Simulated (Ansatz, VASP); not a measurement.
## C: VASP beside Ansatz

```
C
1.0
     0.00000    1.78017    1.78017
     1.78017    0.00000    1.78017
     1.78017    1.78017    0.00000
C
2
Direct
  0.00000 0.00000 0.00000
  0.25000 0.25000 0.25000
```

Alike in both runs: functional r2SCAN; k mesh 12 × 12 × 12; occupations gaussian, width 0.02 eV; no spin polarisation.

Ansatz relaxed the structure, and its values are those at the end. VASP's run is a single point on that final structure, the one shown.

|  | VASP | Ansatz |
| --- | --- | --- |
| version | VASP 6.6.1 | Ansatz 0.2.0 |
| potentials or method | VASP PAW PBE potentials, release 64 (C), cutoff 520 eV | scalar-relativistic, plane waves, PAW |
| valence electrons in the cell | 8 | 8 |

```csv
,VASP,Ansatz,Ansatz less VASP
gap on the k mesh at the Fermi level (eV),4.36,4.39,+0.030
least direct gap on the mesh (eV),5.85,5.90,+0.045
pressure (GPa),1.1,0.0,-1.11
```

VASP's potentials were made for PBE, not for r2SCAN. With one functional, cell and mesh, what is left measures potentials, basis and numerics.
